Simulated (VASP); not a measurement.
SiGe3:

```xyz
4
Lattice="2.8213 0.0000 0.0000 -1.4106 2.4433 0.0000 0.0000 0.0000 10.5973" Properties=species:S:1:pos:R:3 pbc="T T T"
Si    0.0000    0.0000    5.2987
Ge    0.0000    0.0000    7.9480
Ge    0.0000    0.0000    0.0000
Ge    0.0000    0.0000    2.6493
```

```yaml
Program: VASP 6.6.1
Task: relaxation of cell and atoms
Functional: PBE
Potentials_or_basis: VASP PAW PBE potentials, release 64 (Si, Ge_d)
Cutoff: 600 eV
k_mesh: 6 × 6 × 2
Occupations: gaussian, width 0.1 eV
Spin: no spin polarisation
```

At the start: pressure 1.8 GPa; volume 18.26 Å³/atom.

**Question.** How do energy, volume and symmetry change on relaxing?

**Answer.** Over 10 steps the energy falls by 57.8 meV/atom and the volume is 18.77 Å³/atom (+2.8 %); space group P6/mmm (No. 191, to 0.1 Å) before and after.

Step by step:
| step | energy change (eV) | largest force (eV/Å) | pressure (GPa) | volume (Å³) |
| --- | --- | --- | --- | --- |
| 1 | 0.0000 | 0.6126 | 1.84 | 73.05 |
| 2 | -0.1632 | 0.3637 | 0.27 | 75.04 |
| 3 | -0.1890 | 0.3551 | 0.39 | 74.48 |
| 4 | -0.2009 | 0.3098 | -0.05 | 75.00 |
| 5 | -0.2143 | 0.1372 | -1.54 | 76.57 |
| 6 | -0.2200 | 0.0920 | -1.41 | 76.35 |
| 7 | -0.2277 | 0.0379 | -0.68 | 75.77 |
| 8 | -0.2280 | 0.0664 | -0.61 | 75.66 |
| 9 | -0.2305 | 0.0335 | -0.41 | 75.38 |
| 10 | -0.2312 | 0.0002 | -0.11 | 75.07 |

Final structure:
```
Si Ge
1.0
     2.77884    0.00000    0.00000
    -1.38942    2.40655    0.00000
     0.00000    0.00000   11.22622
Si Ge
1 3
Direct
  0.00000 0.00000 0.50000
  0.00000 0.00000 0.73849
  0.00000 0.00000 0.00000
  0.00000 0.00000 0.26151
```

Caveat: the k points lie up to 0.44 Å⁻¹ apart in the final cell; the highest band is partly filled, so the run has too few bands.
